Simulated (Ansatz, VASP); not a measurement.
# CaSe: VASP beside Ansatz

```
Ca Se
1.0
     0.00000    2.94731    2.94731
     2.94731    0.00000    2.94731
     2.94731    2.94731    0.00000
Ca Se
1 1
Direct
  0.00000 0.00000 0.00000
  0.50000 0.50000 0.50000
```

Alike in both runs: functional r2SCAN; k mesh 8 × 8 × 8; occupations fermi-dirac, width 0.02 eV; no spin polarisation.

Ansatz relaxed the structure, and its values are those at the end. VASP's run is a single point on that final structure, the one shown.

|  | VASP | Ansatz |
| --- | --- | --- |
| version | VASP 6.6.1 | Ansatz 0.2.0 |
| potentials or method | VASP PAW PBE potentials, release 64 (Ca_sv, Se), cutoff 520 eV | PAW plane waves |
| valence electrons in the cell | 16 | 26 |

```csv
,VASP,Ansatz,Ansatz less VASP
gap on the k mesh at the Fermi level (eV),2.47,2.47,+0.001
pressure (GPa),1.4,1.1,-0.29
```

VASP's potentials were made for PBE, not for r2SCAN. With one functional, cell and mesh, what is left measures potentials, basis and numerics. VASP's potentials hold 16 valence electrons a cell and Ansatz's 26, so a difference there can come from the potentials and not from the codes. Ansatz's warnings: stress scf threshold loose.
